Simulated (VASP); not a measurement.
# Se (Pm-3m) in VASP: further runs, part 2 of 2

VASP 6.6.1. The steps go on from the part before.

### 4 Single point, LDA (volume scaled by 0.76)

The input, INCAR:

```
ALGO     = Normal         # electronic algorithm
EDIFF    = 1E-7           # SCF threshold, eV
ENCUT    = 520            # plane-wave cutoff, eV
ISIF     = 2              # what is computed and relaxed
ISMEAR   = -1             # smearing method
LASPH    = True           # aspherical terms in the spheres
LCHARG   = True           # write CHGCAR
LELF     = True           # ELF
LREAL    = False          # projectors in reciprocal space
LVHAR    = True         
LWAVE    = False          # write WAVECAR
NBANDS   = 9              # bands
NELM     = 60             # most SCF steps
PREC     = Accurate       # precision mode
SIGMA    = 0.08           # smearing width, eV
```

The input, KPOINTS:

```
k-points
0
Gamma
  13 13 13
```

The input, POSCAR:

```
Se
1.0
    2.5271410611      0.0000000000      0.0000000000
    0.0000000000      2.5271410611      0.0000000000
    0.0000000000      0.0000000000      2.5271410611
Se
1
Direct
    0.0000000000      0.0000000000      0.0000000000
```

Potentials or basis: VASP PAW LDA potentials, release 64 (Se).

On the command line:

```sh
cat potpaw_LDA.64/Se/POTCAR > POTCAR
mpirun -np 1 vasp_std > vasp.out
```

OUTCAR:

```text
EDIFF = 1E-7
   ENCUT = 520
   ISIF = 2
   ISMEAR = -1
   LASPH = True
   LREAL = False
   NELM = 60
   PREC = Accurate

 ion  position               nearest neighbor table
   1  0.000  0.000  0.000-

  LATTYP: Found a simple cubic cell.
 ALAT       =     2.5271410611

  Lattice vectors:

 A1 = (   2.5271410611,   0.0000000000,   0.0000000000)
 A2 = (   0.0000000000,   2.5271410611,   0.0000000000)
 A3 = (   0.0000000000,   0.0000000000,   2.5271410611)

Analysis of symmetry for initial positions (statically):
=====================================================================
 Subroutine PRICEL returns:
 Original cell was already a primitive cell.

 Routine SETGRP: Setting up the symmetry group for a
 simple cubic supercell.

 Subroutine GETGRP returns: Found 48 space group operations
 (whereof 48 operations were pure point group operations)
 out of a pool of 48 trial point group operations.

The static configuration has the point symmetry O_h .

Analysis of symmetry for dynamics (positions and initial velocities):
=====================================================================
 Subroutine PRICEL returns:
[... 154 lines left out ...]

 E-fermi :   9.7421     XC(G=0): -11.6573

 val. band max:        9.6919170210   @ k =   0.3846   0.3846   0.2308
 cond. band min:       9.7479644416   @ k =   0.3846   0.1538   0.1538
 fundamental gap:      0.0560474206
 Fermi energy:         9.7420820939

 k-point     1 :       0.0000    0.0000    0.0000
  band No.  band energies     occupation
      1     -10.1236      2.00000
      2      11.4915      0.00000
      3      11.4915      0.00000
      4      11.4915      0.00000
      5      16.7041      0.00000
      6      16.7041      0.00000
      7      19.3801      0.00000
      8      35.5393      0.00000
      9      35.5393      0.00000
[... 265 lines left out ...]
 k-point    24 :       0.3846    0.3077    0.0000
  band No.  band energies     occupation
      1      -5.5004      2.00000
      2       2.1874      2.00000
      3       4.9167      2.00000
      4      14.1507      0.00000
      5      14.9926      0.00000
      6      22.5360      0.00000
      7      26.5130      0.00000
      8      28.1487      0.00000
      9      28.8262      0.00000

 [... further k-points ...]
[... 5 lines left out ...]
  --------------------------------------------------------------------------------------
  -------------------------------------------------------------------------------------
  Total        4.4282679      4.4282679      4.4282679      0.0000000     -0.0000000      0.0000000
  in kB      439.5983148    439.5983148    439.5983148      0.0000000     -0.0000000      0.0000000
  external PRESSURE =     439.5983148 kB  Pullay stress =       0.0000000 kB

 VOLUME and BASIS-vectors are now :
 -----------------------------------------------------------------------------
  energy-cutoff  :      520.00
  volume of cell :       16.14
      direct lattice vectors                 reciprocal lattice vectors
     2.527141061  0.000000000  0.000000000     0.395704069  0.000000000  0.000000000
     0.000000000  2.527141061  0.000000000     0.000000000  0.395704069  0.000000000
     0.000000000  0.000000000  2.527141061     0.000000000  0.000000000  0.395704069

 POSITION                                       TOTAL-FORCE (eV/Angst)
 -----------------------------------------------------------------------------------
      0.00000      0.00000      0.00000         0.000000      0.000000      0.000000
 -----------------------------------------------------------------------------------
    total drift:                               -0.000000     -0.000000      0.000000

  FREE ENERGIE OF THE ION-ELECTRON SYSTEM (eV)
  ---------------------------------------------------
  free  energy   TOTEN  =        -3.5372230660 eV

  energy  without entropy=       -3.5290950695  energy(sigma->0) =       -3.53315907
```

OSZICAR:

```text
N       E                     dE             d eps       ncg     rms          rms(c)
DAV:   1     0.878688431857E+01    0.87869E+01   -0.30378E+03  1512   0.574E+02
DAV:   2    -0.330422571535E+01   -0.12091E+02   -0.11605E+02  2043   0.784E+01
DAV:   3    -0.356178173480E+01   -0.25756E+00   -0.25428E+00  1825   0.100E+01
DAV:   4    -0.356223102727E+01   -0.44929E-03   -0.44925E-03  2090   0.460E-01
DAV:   5    -0.356223132325E+01   -0.29598E-06   -0.29745E-06  1794   0.919E-03    0.816E+00
DAV:   6    -0.354477650279E+01    0.17455E-01   -0.86555E-03  1633   0.462E-01    0.493E+00
DAV:   7    -0.353737426981E+01    0.74022E-02   -0.14564E-02  1604   0.607E-01    0.898E-02
DAV:   8    -0.353722265703E+01    0.15161E-03   -0.45252E-04  1641   0.126E-01    0.137E-02
DAV:   9    -0.353722300949E+01   -0.35246E-06   -0.90267E-06  2012   0.207E-02    0.377E-03
DAV:  10    -0.353722306601E+01   -0.56518E-07   -0.35025E-07  1653   0.333E-03
   1 F= -.35372231E+01 E0= -.35331591E+01  d E =-.812800E-02
```

stdout:

```text
POSCAR found type information on POSCAR Se
 POSCAR found :  1 types and       1 ions
 scaLAPACK will be used
 LDA part: xc-table for (Slater(with rela. corr.)+CA(PZ))
 , standard interpolation
 POSCAR, INCAR and KPOINTS ok, starting setup
 FFT: planning ... GRIDC
 FFT: planning ... GRID_SOFT
 FFT: planning ... GRID
 WAVECAR not read
 entering main loop
```

Wall time 7 s (1 thread of Intel Xeon 6975P-C (Granite Rapids), shared host); peak memory 0.12 GiB.

What came out:

```yaml
Free_energy: -3.5372 eV
Pressure: 44.0 GPa
Band_gap_on_the_k_mesh: zero (band 3 reaches 13.94 eV, above the bottom of band 4 at 5.05 eV)
```

### 5 Single point, LDA (volume scaled by 0.76)

The input, INCAR:

```
SYSTEM = Se
PREC = Accurate
ENCUT = 520
EDIFF = 1E-7
ISMEAR = -1
SIGMA = 0.08
LREAL = .False.
LASPH = .True.
NELM = 80
ALGO = Normal
ISIF = 2
LWAVE = .False.
LCHARG = .False.
NBANDS = 9
```

The input, KPOINTS:

```
regular mesh
0
Gamma
  13 13 13
  0 0 0
```

POSCAR is that of step 4.

Potentials or basis: VASP PAW LDA potentials, release 64 (Se).

On the command line:

```sh
cat potpaw_LDA.64/Se/POTCAR > POTCAR
mpirun -np 1 vasp_std > vasp.out
```

OUTCAR:

```text
SYSTEM = Se
   PREC = Accurate
   ENCUT = 520
   EDIFF = 1E-7
   ISMEAR = -1
   LREAL = .False.
   LASPH = .True.
   NELM = 80
   ISIF = 2

 ion  position               nearest neighbor table
   1  0.000  0.000  0.000-

  LATTYP: Found a simple cubic cell.
 ALAT       =     2.5271410611

  Lattice vectors:

 A1 = (   2.5271410611,   0.0000000000,   0.0000000000)
 A2 = (   0.0000000000,   2.5271410611,   0.0000000000)
 A3 = (   0.0000000000,   0.0000000000,   2.5271410611)

Analysis of symmetry for initial positions (statically):
=====================================================================
 Subroutine PRICEL returns:
 Original cell was already a primitive cell.

 Routine SETGRP: Setting up the symmetry group for a
 simple cubic supercell.

 Subroutine GETGRP returns: Found 48 space group operations
 (whereof 48 operations were pure point group operations)
 out of a pool of 48 trial point group operations.

The static configuration has the point symmetry O_h .

Analysis of symmetry for dynamics (positions and initial velocities):
=====================================================================
 Subroutine PRICEL returns:
 Original cell was already a primitive cell.

 Routine SETGRP: Setting up the symmetry group for a
 simple cubic supercell.

 Subroutine GETGRP returns: Found 48 space group operations
 (whereof 48 operations were pure point group operations)
 out of a pool of 48 trial point group operations.

The dynamic configuration has the point symmetry O_h .

 Subroutine INISYM returns: Found 48 space group operations
 (whereof 48 operations are pure point group operations),
 and found     1 'primitive' translations

----------------------------------------------------------------------------------------

                                     Primitive cell

  volume of cell :      16.1394
[... 102 lines left out ...]
   ISMEAR =    -1;   SIGMA  =   0.08  broadening in eV -4-tet -1-fermi 0-gaus
   EFERMI_NEDOS =   21; number of points for ismear=-14 and -15
   IALGO  =     38    algorithm
   IMIX   =      4    mixing-type and parameters
     AMIX     =   0.40;   BMIX     =  1.00
     AMIX_MAG =   1.60;   BMIX_MAG =  1.00
  volume/ion in A,a.u.               =      16.14       108.91
  Fermi-wavevector in a.u.,A,eV,Ry     =   1.177143  2.224477 18.853115  1.385665
  Thomas-Fermi vector in A             =   2.313494
   LORBIT       =      0    0 simple, 1 ext, 2 COOP (PROOUT), +10 PAW based schemes
   GGA     = CA    functional components
   LHFCALC =     F    Hartree Fock is set to
   AEXX    =    0.0000 exact exchange contribution
   IVDW    =     0    specifies the selected vdW correction
   LEPSILON=     F    determine dielectric tensor
   LRPA    =     F    only Hartree local field effects (RPA)
 non-spin polarized calculation
  energy-cutoff  :      520.00
  volume of cell :       16.14
 maximum number of plane-waves:       461
 NGX is ok and might be reduce to    20
   NGX =  9   NGY =  9   NGZ =  9

 number of electron       6.0000000 magnetization

 Free energy of the ion-electron system (eV)
  ---------------------------------------------------
  ext. energy  EPLUGINS =         0.00000000
  ---------------------------------------------------
  free energy    TOTEN  =        -3.53722307 eV

  energy without entropy =       -3.52909507  energy(sigma->0) =       -3.53315907

 E-fermi :   9.7421     XC(G=0): -11.6573

 val. band max:        9.6919170210   @ k =   0.3846   0.3846   0.2308
 cond. band min:       9.7479644416   @ k =   0.3846   0.1538   0.1538
 fundamental gap:      0.0560474206
 Fermi energy:         9.7420820939

 k-point     1 :       0.0000    0.0000    0.0000
  band No.  band energies     occupation
      1     -10.1236      2.00000
      2      11.4915      0.00000
      3      11.4915      0.00000
      4      11.4915      0.00000
      5      16.7041      0.00000
      6      16.7041      0.00000
      7      19.3801      0.00000
      8      35.5393      0.00000
      9      35.5393      0.00000
[... 265 lines left out ...]
 k-point    24 :       0.3846    0.3077    0.0000
  band No.  band energies     occupation
      1      -5.5004      2.00000
      2       2.1874      2.00000
      3       4.9167      2.00000
      4      14.1507      0.00000
      5      14.9926      0.00000
      6      22.5360      0.00000
      7      26.5130      0.00000
      8      28.1487      0.00000
      9      28.8262      0.00000

 [... further k-points ...]
[... 5 lines left out ...]
  --------------------------------------------------------------------------------------
  -------------------------------------------------------------------------------------
  Total        4.4282679      4.4282679      4.4282679      0.0000000     -0.0000000      0.0000000
  in kB      439.5983148    439.5983148    439.5983148      0.0000000     -0.0000000      0.0000000
  external PRESSURE =     439.5983148 kB  Pullay stress =       0.0000000 kB

 VOLUME and BASIS-vectors are now :
 -----------------------------------------------------------------------------
  energy-cutoff  :      520.00
  volume of cell :       16.14
      direct lattice vectors                 reciprocal lattice vectors
     2.527141061  0.000000000  0.000000000     0.395704069  0.000000000  0.000000000
     0.000000000  2.527141061  0.000000000     0.000000000  0.395704069  0.000000000
     0.000000000  0.000000000  2.527141061     0.000000000  0.000000000  0.395704069

 POSITION                                       TOTAL-FORCE (eV/Angst)
 -----------------------------------------------------------------------------------
      0.00000      0.00000      0.00000         0.000000      0.000000      0.000000
 -----------------------------------------------------------------------------------
    total drift:                               -0.000000     -0.000000      0.000000

  FREE ENERGIE OF THE ION-ELECTRON SYSTEM (eV)
  ---------------------------------------------------
  free  energy   TOTEN  =        -3.5372230660 eV

  energy  without entropy=       -3.5290950695  energy(sigma->0) =       -3.53315907
```

OSZICAR:

```text
N       E                     dE             d eps       ncg     rms          rms(c)
DAV:   1     0.878688431857E+01    0.87869E+01   -0.30378E+03  1512   0.574E+02
DAV:   2    -0.330422571535E+01   -0.12091E+02   -0.11605E+02  2043   0.784E+01
DAV:   3    -0.356178173480E+01   -0.25756E+00   -0.25428E+00  1825   0.100E+01
DAV:   4    -0.356223102727E+01   -0.44929E-03   -0.44925E-03  2090   0.460E-01
DAV:   5    -0.356223132325E+01   -0.29598E-06   -0.29745E-06  1794   0.919E-03    0.816E+00
DAV:   6    -0.354477650279E+01    0.17455E-01   -0.86555E-03  1633   0.462E-01    0.493E+00
DAV:   7    -0.353737426981E+01    0.74022E-02   -0.14564E-02  1604   0.607E-01    0.898E-02
DAV:   8    -0.353722265703E+01    0.15161E-03   -0.45252E-04  1641   0.126E-01    0.137E-02
DAV:   9    -0.353722300949E+01   -0.35246E-06   -0.90267E-06  2012   0.207E-02    0.377E-03
DAV:  10    -0.353722306601E+01   -0.56518E-07   -0.35025E-07  1653   0.333E-03
   1 F= -.35372231E+01 E0= -.35331591E+01  d E =-.812800E-02
```

Run time: 5.7 s. Hardware: 1 thread of Intel Xeon 6975P-C (Granite Rapids), shared host; peak memory 0.12 GiB.

What came out:

```yaml
Free_energy: -3.5372 eV
Pressure: 44.0 GPa
Band_gap_on_the_k_mesh: zero (band 3 reaches 13.94 eV, above the bottom of band 4 at 5.05 eV)
```

Levels at points of the mesh, in eV from the Fermi level:
```csv
k point,band 1,band 2,band 3,band 4,band 5,band 6,band 7,band 8
"(0.00, 0.00, 0.00)",-19.87,1.75,1.75,1.75,6.96,6.96,9.64,25.80
```

### 6 Single point, LDA (volume scaled by 0.84)

The input, INCAR:

```
SYSTEM = Se
ALGO = Normal
EDIFF = 1E-6
ENCUT = 520
ISIF = 2
ISMEAR = -1
LASPH = .True.
LCHARG = .True.
LELF = .True.
LREAL = .False.
LVHAR = .True.
LWAVE = .False.
NBANDS = 9
NELM = 80
PREC = Accurate
SIGMA = 0.08
```

The input, KPOINTS:

```
k-points
0
Gamma
  13 13 13
  0 0 0
```

The input, POSCAR:

```
Se
1.0
    2.6128714820      0.0000000000      0.0000000000
    0.0000000000      2.6128714820      0.0000000000
    0.0000000000      0.0000000000      2.6128714820
Se
1
Direct
    0.0000000000      0.0000000000      0.0000000000
```

Potentials or basis: VASP PAW LDA potentials, release 64 (Se).

On the command line:

```sh
cat potpaw_LDA.64/Se/POTCAR > POTCAR
mpirun -np 1 vasp_std > vasp.out
```

OUTCAR:

```text
SYSTEM = Se
   EDIFF = 1E-6
   ENCUT = 520
   ISIF = 2
   ISMEAR = -1
   LASPH = .True.
   LREAL = .False.
   NELM = 80
   PREC = Accurate

 ion  position               nearest neighbor table
   1  0.000  0.000  0.000-

  LATTYP: Found a simple cubic cell.
 ALAT       =     2.6128714820

  Lattice vectors:

 A1 = (   2.6128714820,   0.0000000000,   0.0000000000)
 A2 = (   0.0000000000,   2.6128714820,   0.0000000000)
 A3 = (   0.0000000000,   0.0000000000,   2.6128714820)

Analysis of symmetry for initial positions (statically):
=====================================================================
[... 460 lines left out ...]
      6      20.4587      0.00000
      7      24.4247      0.00000
      8      25.9376      0.00000
      9      26.5361      0.00000

 [... further k-points ...]
[... 5 lines left out ...]
  --------------------------------------------------------------------------------------
  -------------------------------------------------------------------------------------
  Total        2.5106241      2.5106241      2.5106241      0.0000000      0.0000000     -0.0000000
  in kB      225.4956257    225.4956257    225.4956257      0.0000000      0.0000000     -0.0000000
  external PRESSURE =     225.4956257 kB  Pullay stress =       0.0000000 kB

 VOLUME and BASIS-vectors are now :
 -----------------------------------------------------------------------------
  energy-cutoff  :      520.00
  volume of cell :       17.84
      direct lattice vectors                 reciprocal lattice vectors
     2.612871482  0.000000000  0.000000000     0.382720699  0.000000000  0.000000000
     0.000000000  2.612871482  0.000000000     0.000000000  0.382720699  0.000000000
     0.000000000  0.000000000  2.612871482     0.000000000  0.000000000  0.382720699

 POSITION                                       TOTAL-FORCE (eV/Angst)
 -----------------------------------------------------------------------------------
      0.00000      0.00000      0.00000         0.000000      0.000000      0.000000
 -----------------------------------------------------------------------------------
    total drift:                               -0.000000     -0.000000      0.000000

  FREE ENERGIE OF THE ION-ELECTRON SYSTEM (eV)
  ---------------------------------------------------
  free  energy   TOTEN  =        -3.8812792981 eV

  energy  without entropy=       -3.8743046604  energy(sigma->0) =       -3.87779198
```

Run time: 6.5 s. Hardware: 1 thread of Intel Xeon 6975P-C (Granite Rapids), shared host; peak memory 0.12 GiB.

What came out:

- Free energy: -3.8813 eV
- Pressure: 22.5 GPa
- Band gap on the k mesh: zero (band 3 reaches 11.80 eV, above the bottom of band 4 at 3.82 eV)

### 7 Overview

| cell | gap on the mesh (eV) | pressure (GPa) |
| --- | --- | --- |
| a = 2.336 Å, 1 atom | none | 123.9 |
| a = 2.435 Å, 1 atom | none | 74.2 |
| a = 2.527 Å, 1 atom | none | 44.0 |
| a = 2.613 Å, 1 atom | none | 22.5 |

Alike in all rows: task single point; level LDA; potentials or basis VASP PAW LDA potentials, release 64 (Se); no spin polarisation; k mesh 13 × 13 × 13; cutoff (eV) 520; smearing fermi-dirac 0.08 eV.

Total energies depend on the potentials used, so only differences within one code and one set of settings carry meaning.
